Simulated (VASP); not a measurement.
# Si12N16O (a cell with a defect) (O interstitial hop between voids) in VASP: a series of runs, part 3 of 3

VASP 6.6.1. Earlier steps stand in the parts before.

## Step 5: Single point, PBE

INCAR

```
PREC = Accurate
ENCUT = 520
EDIFF = 1E-6
ISMEAR = -1
SIGMA = 0.01
LREAL = False
LASPH = True
NELM = 120
ALGO = Normal
ISIF = 2
LWAVE = False
LCHARG = True
GGA = PE
LELF = True
LVHAR = True
NBANDS = 87
NELECT = 136.0
GGA_COMPAT = False
```

KPOINTS

```
Automatic mesh
0
Gamma
  1 1 1
```

POSCAR

```
Si12N16O
1.0
    7.6639217100      0.0000000000      0.0000000000
   -3.8319608600      6.6371509000      0.0000000000
    0.0000000000      0.0000000000      5.8525451500
Si N O
12 16 1
Direct
    0.2330867430      0.8187767736      0.3703728796
    0.4108153933      0.2361715175      0.1363218872
    0.8238057702      0.5958056491      0.1281893571
    0.1714486859      0.3976453210      0.3753777107
    0.5969613195      0.7730075867      0.3774557809
    0.7716367917      0.1718279450      0.1268220887
    0.2201764611      0.8303326356      0.8652874724
    0.3572754306      0.1982553990      0.6517265399
    0.8120802594      0.5837827192      0.6281074141
    0.1787474811      0.3949765554      0.8751836797
    0.5816942555      0.7593588086      0.8782264584
    0.7603944119      0.1763494634      0.6292730608
    0.3335425938      0.6574501719      0.3610950357
    0.6721509281      0.3324433983      0.1414095883
    0.9658022549      0.6711524368      0.3793349634
    0.2932583069      0.9676671657      0.1231122497
    0.6827182339      0.7181263575      0.1308282090
    0.3172783115      0.2816054702      0.3847585866
    0.0328262119      0.3178898645      0.1237316384
    0.7075277714      0.0347486449      0.3777865772
    0.3216425491      0.6642286828      0.8805715920
    0.6494081081      0.3249691068      0.6295754933
    0.9575151430      0.6575169174      0.8758273313
    0.3367794314      0.9527154189      0.6128198772
    0.6656722283      0.7035228022      0.6248204681
    0.3967438651      0.3699860131      0.9020783035
    0.0279242266      0.3448268744      0.6240860867
    0.6972493879      0.0302194425      0.8785176138
    0.1217662252      0.0689137564     -0.2373490446
```

Potentials or basis: VASP PAW PBE potentials, release 64 (Si, N, O).

The run is started by

```console
$ cat potpaw_PBE.64/Si/POTCAR potpaw_PBE.64/N/POTCAR potpaw_PBE.64/O/POTCAR > POTCAR
$ mpirun -np 1 vasp_gam > vasp.out
```

OUTCAR:

```text
PREC = Accurate
   ENCUT = 520
   EDIFF = 1E-6
   ISMEAR = -1
   LREAL = False
   LASPH = True
   NELM = 120
   ISIF = 2
   GGA = PE
   NELECT = 136.0

 ion  position               nearest neighbor table
   1  0.233  0.819  0.370-  24 1.70  13 1.75  16 1.76  15 1.78   7 2.90   7 2.96   5 2.98   4 3.02
                             8 3.05   3 3.07   2 3.10
   2  0.411  0.236  0.136-  18 1.73  26 1.75  14 1.75  16 1.79   8 2.86   3 2.98   4 3.02  10 3.02
                             8 3.04   6 3.04   1 3.10   7 3.13
   3  0.824  0.596  0.128-  23 1.72  15 1.75  17 1.75  14 1.76   9 2.93   9 2.93   2 2.98   5 3.06
                             7 3.06   1 3.07   6 3.07  11 3.08
   4  0.171  0.398  0.375-  19 1.74  18 1.74  13 1.74  27 1.75  10 2.93  10 2.93   1 3.02   2 3.02
                             8 3.03   6 3.03   5 3.09  12 3.11
   5  0.597  0.773  0.377-  25 1.71  17 1.72  20 1.74  13 1.76  11 2.92  11 2.93   1 2.98   6 3.03
                             3 3.06   9 3.06  12 3.07   4 3.09
   6  0.772  0.172  0.127-  20 1.73  28 1.73  19 1.74  14 1.74  12 2.91  12 2.94   5 3.03   4 3.03
                             2 3.04   3 3.07  10 3.08  11 3.10
   7  0.220  0.830  0.865-  24 1.74  16 1.76  23 1.77  21 1.80  29 2.38   8 2.77   1 2.90   1 2.96
                             3 3.06   9 3.06  11 3.08   2 3.13
   8  0.357  0.198  0.652-  29 1.69  18 1.77  24 1.82  26 1.89  22 1.95   7 2.77  10 2.81   2 2.86
                             4 3.03   2 3.04   1 3.05
   9  0.812  0.584  0.628-  22 1.74  23 1.74  25 1.77  15 1.78   3 2.93   3 2.93  12 2.94   5 3.06
                             7 3.06  11 3.07
  10  0.179  0.395  0.875-  19 1.75  26 1.78  21 1.79  27 1.79  29 2.40   8 2.81   4 2.93   4 2.93
                            11 2.95   2 3.02   6 3.08  12 3.13
  11  0.582  0.759  0.878-  21 1.75  25 1.75  17 1.77  28 1.80   5 2.92   5 2.93  10 2.95   9 3.07
                             3 3.08   7 3.08   6 3.10  12 3.14
  12  0.760  0.176  0.629-  22 1.73  20 1.75  28 1.75  27 1.80   6 2.91   6 2.94   9 2.94   5 3.07
                             4 3.11  10 3.13  11 3.14
  13  0.334  0.657  0.361-   4 1.74   1 1.75   5 1.76
  14  0.672  0.332  0.141-   6 1.74   2 1.75   3 1.76
  15  0.966  0.671  0.379-   3 1.75   1 1.78   9 1.78
  16  0.293  0.968  0.123-   1 1.76   7 1.76   2 1.79
  17  0.683  0.718  0.131-   5 1.72   3 1.75  11 1.77
  18  0.317  0.282  0.385-   2 1.73   4 1.74   8 1.77
[... 9 lines left out ...]
  28  0.697  0.030  0.879-   6 1.73  12 1.75  11 1.80
  29  0.122  0.069  0.763-   8 1.69   7 2.38  10 2.40

  LATTYP: Found a hexagonal cell.
 ALAT       =     7.6639217100
 C/A-ratio  =     0.7636488695

  Lattice vectors:

 A1 = (   7.6639217100,   0.0000000000,   0.0000000000)
 A2 = (  -3.8319608600,   6.6371509000,   0.0000000000)
 A3 = (   0.0000000000,   0.0000000000,   5.8525451500)

Analysis of symmetry for initial positions (statically):
=====================================================================
 Subroutine PRICEL returns:
 Original cell was already a primitive cell.

 Routine SETGRP: Setting up the symmetry group for a
 hexagonal supercell.

 Subroutine GETGRP returns: Found  1 space group operations
 (whereof  1 operations were pure point group operations)
 out of a pool of 24 trial point group operations.

The static configuration has the point symmetry C_1 .

Analysis of symmetry for dynamics (positions and initial velocities):
=====================================================================
 Subroutine PRICEL returns:
 Original cell was already a primitive cell.

 Routine SETGRP: Setting up the symmetry group for a
 hexagonal supercell.

 Subroutine GETGRP returns: Found  1 space group operations
 (whereof  1 operations were pure point group operations)
[... 101 lines left out ...]
     0.150667058  0.150667058  0.170865833

  Shift w.r.t. Gamma in fractional coordinates (k-lattice)
     0.000000000  0.000000000  0.000000000

 Subroutine IBZKPT returns following result:
 ===========================================

 Found      1 irreducible k-points:

 Following reciprocal coordinates:
            Coordinates               Weight
  0.000000  0.000000  0.000000      1.000000
   k-points           NKPTS =      1   k-points in BZ     NKDIM =      1   number of bands    NBANDS=     87
   number of dos      NEDOS =    301   number of ions     NIONS =     29
   total plane-waves  NPLWV = 172800
   dimension x,y,z NGX =    60 NGY =   60 NGZ =   48
   dimension x,y,z NGXF=   120 NGYF=  120 NGZF=   96
   ions per type =              12  16   1
   NGX,Y,Z   is equivalent  to a cutoff of  13.02, 13.02, 13.63 a.u.
   NGXF,Y,Z  is equivalent  to a cutoff of  26.03, 26.03, 27.27 a.u.
 SYSTEM =  unknown system
   PREC   = accura    normal or accurate (medium, high low for compatibility)
   ISTART =      0    job   : 0-new  1-cont  2-samecut
   ICHARG =      2    charge: 1-file 2-atom 10-const
   ISPIN  =      1    spin polarized calculation?
   LNONCOLLINEAR =      F non collinear calculations
   LSORBIT =      F    spin-orbit coupling
   LASPH  =      T    aspherical Exc in radial PAW
   ENCUT  =  520.0 eV  38.22 Ry    6.18 a.u.  14.25 14.25 10.88*2*pi/ulx,y,z
   NELM   =    120;   NELMIN=  2; NELMDL= -5     # of ELM steps
   EDIFF  = 0.1E-05   stopping-criterion for ELM
   LREAL  =      F    real-space projection
[... 7 lines left out ...]
   TEBEG  =    0.0;   TEEND  =   0.0 temperature during run
   PSTRESS=    0.0 pullay stress
   NELECT =     136.0000    total number of electrons
   NUPDOWN=      -1.0000    fix difference up-down
   EMIN   =  10.00;   EMAX   =-10.00  energy-range for DOS
   EFERMI =   0.00;   METHOD = LEGACY
   ISMEAR =    -1;   SIGMA  =   0.01  broadening in eV -4-tet -1-fermi 0-gaus
   EFERMI_NEDOS =   21; number of points for ismear=-14 and -15
   IALGO  =     38    algorithm
   IMIX   =      4    mixing-type and parameters
     AMIX     =   0.40;   BMIX     =  1.00
     AMIX_MAG =   1.60;   BMIX_MAG =  1.00
  volume/ion in A,a.u.               =      10.27        69.27
  Fermi-wavevector in a.u.,A,eV,Ry     =   1.260846  2.382653 21.629617  1.589732
  Thomas-Fermi vector in A             =   2.394335
   LORBIT       =      0    0 simple, 1 ext, 2 COOP (PROOUT), +10 PAW based schemes
   GGA     = PE    functional components
[... 5 lines left out ...]
 non-spin polarized calculation
  energy-cutoff  :      520.00
  volume of cell :      297.70
 maximum number of plane-waves:      3992
 NGX is ok and might be reduce to    60
   NGX = 29   NGY = 29   NGZ = 21

 number of electron     135.9999996 magnetization

 Free energy of the ion-electron system (eV)
  ---------------------------------------------------
  ext. energy  EPLUGINS =         0.00000000
  ---------------------------------------------------
  free energy    TOTEN  =      -212.57220203 eV

  energy without entropy =     -212.57220203  energy(sigma->0) =     -212.57220203

 E-fermi :   7.6607     XC(G=0): -11.0093

 val. band max:        7.3937458825   @ k =   0.0000   0.0000   0.0000
 cond. band min:      10.8737103525   @ k =   0.0000   0.0000   0.0000
 fundamental gap:      3.4799644700
 Fermi energy:         7.6606671050

 k-point     1 :       0.0000    0.0000    0.0000
  band No.  band energies     occupation
      1     -11.5176      2.00000
      2     -10.4051      2.00000
      3      -9.9670      2.00000
      4      -9.4571      2.00000
      5      -9.3104      2.00000
      6      -9.2419      2.00000
[... 72 lines left out ...]
     79      12.8549      0.00000
     80      13.2830      0.00000
 [bands above 80 left out]

------------------------ aborting loop because EDIFF is reached ----------------------------------------

  FORCE on cell =-STRESS in cart. coord.  units (eV):
  Direction    XX          YY          ZZ          XY          YZ          ZX
  --------------------------------------------------------------------------------------
  -------------------------------------------------------------------------------------
  Total       10.0750162      9.9875680     43.3822858     -2.4999390      2.7032638      1.6820475
  in kB       54.2224091     53.7517745    233.4777445    -13.4543423     14.5486093      9.0525579
  external PRESSURE =     113.8173094 kB  Pullay stress =       0.0000000 kB

 VOLUME and BASIS-vectors are now :
 -----------------------------------------------------------------------------
  energy-cutoff  :      520.00
  volume of cell :      297.70
      direct lattice vectors                 reciprocal lattice vectors
     7.663921710  0.000000000  0.000000000     0.130481500  0.075333529  0.000000000
    -3.831960860  6.637150900  0.000000000     0.000000000  0.150667058  0.000000000
     0.000000000  0.000000000  5.852545150     0.000000000  0.000000000  0.170865833

 POSITION                                       TOTAL-FORCE (eV/Angst)
 -----------------------------------------------------------------------------------
     -1.35116      5.43434      2.16762        -0.011538      0.006181     -0.013745
      2.24346      1.56751      0.79783         0.013789      0.004442     -0.004655
      4.03048      3.95445      0.75023        -0.015821     -0.002231     -0.022556
     -0.20979      2.63923      2.19692         0.016133     -0.020683     -0.004822
      1.61293      5.13057      2.20908         0.009350      0.019978      0.003036
      5.25533      1.14045      0.74223         0.007699     -0.029684      0.008963
[... 21 lines left out ...]
      5.22787      0.20057      5.14156        -0.007419     -0.016545     -0.013962
      0.66913      0.45739      4.46345        -0.044107     -0.026596      0.035576
 -----------------------------------------------------------------------------------
    total drift:                               -0.000546     -0.000153      0.000097

  FREE ENERGIE OF THE ION-ELECTRON SYSTEM (eV)
  ---------------------------------------------------
  free  energy   TOTEN  =      -212.5722020295 eV

  energy  without entropy=     -212.5722020295  energy(sigma->0) =     -212.57220203
```

It took 30 s on 1 thread of Intel Xeon 6975P-C (Granite Rapids), shared host; peak memory 0.4 GiB.

Results:

```yaml
Free_energy: -212.5722 eV
Largest_force: 0.077 eV/Å
```

Forces in eV/Å, atoms in the order of the input:
```
Si  -0.012  0.006 -0.014
Si   0.014  0.004 -0.005
Si  -0.016 -0.002 -0.023
Si   0.016 -0.021 -0.005
Si   0.009  0.020  0.003
Si   0.008 -0.030  0.009
Si   0.006 -0.013  0.009
Si   0.038  0.032 -0.059
Si  -0.010  0.013  0.023
Si   0.004  0.021  0.009
Si   0.050 -0.014 -0.005
Si   0.019 -0.046 -0.007
N    0.013 -0.016  0.005
N   -0.033  0.026 -0.007
N   -0.003 -0.003  0.019
N   -0.004  0.012  0.004
N    0.007 -0.008 -0.009
N   -0.031  0.015  0.011
N    0.016  0.023  0.027
N   -0.002  0.000  0.017
N    0.028  0.002 -0.006
N   -0.026  0.032  0.008
N   -0.026 -0.003 -0.021
N   -0.022  0.019  0.019
N    0.002 -0.008  0.014
N   -0.031 -0.021 -0.017
N    0.040  0.003 -0.022
N   -0.007 -0.017 -0.014
O   -0.044 -0.027  0.036
```

Caveat: the k points lie up to 1.07 Å⁻¹ apart; the cell carries a net charge on a neutralising background, which shifts energy and pressure; the cell is charged against a uniform background, so pressure and absolute levels hang on convention.
